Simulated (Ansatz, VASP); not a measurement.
## AlN: VASP beside Ansatz

```xyz
4
Lattice="3.1006 0.0000 0.0000 -1.5503 2.6852 0.0000 0.0000 0.0000 4.9614" Properties=species:S:1:pos:R:3 pbc="T T T"
Al    0.0000    1.7901    0.0000
Al    1.5503    0.8951    2.4807
N     0.0000    1.7901    1.9101
N     1.5503    0.8951    4.3908
```

Change from the starting cell: volume scaled by 0.99, PAW files.

Alike in both runs: task electric field gradients; functional PBEsol; k mesh 11 × 11 × 6; occupations fermi-dirac, width 0.02 eV; no spin polarisation.

|  | VASP | Ansatz |
| --- | --- | --- |
| version | VASP 6.6.1 | Ansatz 0.2.0 |
| potentials or method | VASP PAW PBE potentials, release 64 (Al, N) | PAW with Ansatz's default frozen-core files, scalar-relativistic |
| plane-wave cutoff (eV) | 520 | 420 |
| valence electrons in the cell | 16 | 16 |

```csv
,VASP,Ansatz,Ansatz less VASP
gap on the k mesh at the Fermi level (eV),4.18,4.16,-0.017
pressure (GPa),2.6,2.6,+0.01
"traceless stress, the component that is largest in VASP (GPa)",-1.51,-1.49,+0.016
rms of the force components (eV/Å),0.103,0.102,-0.0007
size of Vzz on the site where it differs most (V/Å²),0.8,0.5,-0.32
```

VASP's potentials were made for PBE, not for PBEsol. Atom by atom the forces differ by 0.001 eV/Å (rms over components).
